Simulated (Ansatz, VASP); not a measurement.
**CO2: VASP beside Ansatz**

```
C O
1.0
    -1.98241    1.98241    2.99137
     1.98241   -1.98241    2.99137
     1.98241    1.98241   -2.99137
C O
2 4
Direct
  0.00000 0.00000 0.00000
  0.75000 0.25000 0.50000
  0.37500 0.28931 0.41431
  0.71069 0.12500 0.08569
  0.87500 0.96069 0.58569
  0.03931 0.62500 0.91431
```

Alike in both runs: functional PBE; k mesh 12 × 12 × 12; occupations gaussian, width 0.05 eV; no spin polarisation.

Ansatz relaxed the structure, and its values are those at the end. VASP's run is a single point on that final structure, the one shown.

```csv
,VASP,Ansatz
version,VASP 6.6.1,Ansatz 0.2.0
potentials or method,"VASP PAW PBE potentials, release 64 (C, O), cutoff 520 eV","scalar-relativistic, plane waves, PAW"
valence electrons in the cell,32,32
```

```csv
,VASP,Ansatz,Ansatz less VASP
gap on the k mesh at the Fermi level (eV),7.64,7.71,+0.065
least direct gap on the mesh (eV),8.08,8.13,+0.046
pressure (GPa),1.4,0.0,-1.37
rms of the force components (eV/Å),0.036,0.000,-0.0361
```
